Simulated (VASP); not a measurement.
## BaMg3H4: relaxation of cell and atoms with PBE

BaMg3H4:

```xyz
8
Lattice="4.7143 0.0000 0.0000 -2.3572 4.0827 0.0000 0.0000 0.0000 15.7691" Properties=species:S:1:pos:R:3 pbc="T T T"
Ba    0.0000    0.0000   10.2301
Mg    0.0000    0.0000    2.7228
Mg    0.0000    2.7218    6.0999
Mg    2.3572    1.3609   15.1148
H     0.0000    0.0000    0.0000
H     0.0000    2.7218    3.3771
H     0.0000    0.0000    6.7541
H     2.3572    1.3609   12.3920
```

```json
{
  "Program": "VASP 6.6.1",
  "Task": "relaxation of cell and atoms",
  "Functional": "PBE",
  "Potentials or basis": "VASP PAW PBE potentials, release 64 (Ba_sv, Mg_sv, H)",
  "Cutoff": "840 eV",
  "k mesh": "6 × 6 × 1",
  "Occupations": "gaussian, width 0.1 eV",
  "Spin": "no spin polarisation",
  "Dipole correction": "no",
  "Further INCAR settings": "ALGO = Normal; EDIFF = 1e-07; IBRION = 2; EDIFFG = -0.04; NSW = 90; ISIF = 3"
}
```

```
Relaxed volume                        : 17.25 Å³/atom
Relaxed cell                          : a = 3.949 Å, b = 3.949 Å, c = 10.220 Å, α = 90.00°, β = 90.00°, γ = 120.00°
Space group after relaxing (to 0.1 Å) : P3m1 (No. 156)
Energy gained by relaxing             : 738.8 meV/atom
Ionic steps                           : 21
Pressure after relaxing               : -0.1 GPa
Largest force after relaxing          : 0.025 eV/Å
Band gap on the k mesh                : zero (bands 22 and 23 overlap by 1.14 eV)
```

Forces on the atoms (eV/Å):
```
Ba   0.000  0.000  0.020
Mg   0.000  0.000 -0.025
Mg   0.000  0.000 -0.004
Mg   0.000  0.000  0.016
H    0.000  0.000 -0.013
H    0.000  0.000  0.007
H    0.000  0.000 -0.007
H    0.000  0.000  0.005
```

Stress tensor (GPa, compression positive):
```
-0.06  0.00  0.00
 0.00 -0.06  0.00
 0.00  0.00 -0.27
```

Step by step:
| step | energy change (eV) | largest force (eV/Å) | pressure (GPa) | volume (Å³) |
| --- | --- | --- | --- | --- |
| 1 | 0.0000 | 0.2999 | -4.82 | 303.51 |
| 2 | -1.5863 | 0.3179 | -5.34 | 256.01 |
| 3 | -5.3110 | 0.7901 | -1.39 | 143.17 |
| 4 | -5.2505 | 1.0407 | 3.17 | 125.97 |
| 5 | -5.3487 | 0.8730 | 0.00 | 136.73 |
| 6 | -5.3459 | 0.9084 | 0.63 | 134.23 |
| 7 | -5.4632 | 0.7789 | 0.76 | 132.59 |
| 8 | -5.6232 | 0.6224 | 1.68 | 128.32 |
| 9 | -5.6355 | 0.8748 | 2.24 | 126.75 |
| 10 | -5.7468 | 0.4585 | 1.14 | 130.47 |
| 11 | -5.7931 | 0.4420 | 0.08 | 135.50 |
| 12 | -5.7940 | 0.3854 | 0.19 | 134.85 |
| 13 | -5.8288 | 0.3110 | 0.02 | 135.82 |
| 14 | -5.8844 | 0.2854 | -0.25 | 138.65 |
| 15 | -5.8851 | 0.3095 | -0.26 | 139.07 |
| 16 | -5.8985 | 0.1880 | -0.08 | 138.44 |
| 17 | -5.8988 | 0.1851 | -0.04 | 138.30 |
| 18 | -5.9058 | 0.1131 | 0.03 | 137.88 |
| 19 | -5.9065 | 0.1211 | 0.08 | 137.68 |
| 20 | -5.9100 | 0.0473 | -0.08 | 137.94 |
| 21 | -5.9103 | 0.0246 | -0.13 | 138.02 |

Final structure:
```
Ba Mg H
1.0
     3.94899    0.00000    0.00000
    -1.97450    3.41993    0.00000
     0.00000    0.00000   10.21992
Ba Mg H
1 3 4
Cartesian
  0.0000 0.0000 6.9478
  0.0000 0.0000 1.9037
  0.0000 2.2800 4.0940
  1.9745 1.1400 9.9640
  0.0000 0.0000 10.1297
  0.0000 2.2800 1.9971
  0.0000 0.0000 3.7947
  1.9745 1.1400 8.1302
```

Levels at points of the mesh, in eV from the Fermi level:
| k point | band 20 | band 21 | band 22 | band 23 | band 24 | band 25 |
| --- | --- | --- | --- | --- | --- | --- |
| (0.00, 0.00, 0.00) | -3.57 | -0.46 | 1.06 | 2.24 | 2.24 | 2.35 |
| (0.50, 0.00, 0.00) | -4.55 | -1.42 | -1.04 | 0.02 | 0.81 | 2.12 |

Run time: 36 min on 1 thread of Intel(R) Xeon(R) Platinum 8559C (Emerald Rapids) (shared host), peak memory 0.87 GiB.

Caveat: the k points lie up to 0.61 Å⁻¹ apart in the final cell, too coarse for converged energies and pressures of a metal; the volume moved by over 15 % at a fixed basis, so the end points are rough; spin-orbit coupling is left out, which moves the levels of the heavy elements.
